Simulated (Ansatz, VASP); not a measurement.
# Two plane-wave programs on Cd

```xyz
2
Lattice="3.0831 0.0000 0.0000 -1.5416 2.6701 0.0000 0.0000 0.0000 5.6177" Properties=species:S:1:pos:R:3 pbc="T T T"
Cd    0.0000    1.7800    1.4044
Cd    1.5416    0.8900    4.2132
```

Change from the starting cell: strain +0.0350 x Voigt [1, 1, 0, 0, 0, 0], atoms carried along.

Alike in both runs: task single point; functional PBEsol; k mesh 18 × 18 × 8; occupations gaussian, width 0.15 eV; no spin polarisation.

|  | VASP | Ansatz |
| --- | --- | --- |
| version | VASP 6.6.1 | Ansatz 0.2.0 |
| potentials or method | VASP PAW PBE potentials, release 64 (Cd), cutoff 520 eV | scalar-relativistic, plane waves, PAW |
| valence electrons in the cell | 24 | 40 |

|  | VASP | Ansatz | Ansatz less VASP |
| --- | --- | --- | --- |
| gap on the k mesh at the Fermi level (eV) | none | none | - |
| pressure (GPa) | -4.3 | -4.6 | -0.26 |
| traceless stress, the component that is largest in VASP (GPa) | 1.01 | 1.08 | +0.076 |

VASP's potentials were made for PBE, not for PBEsol. A gap of «none» marks a metal or a gap that the smearing closes. VASP's potentials hold 24 valence electrons a cell and Ansatz's 40, so a difference there can come from the potentials and not from the codes.
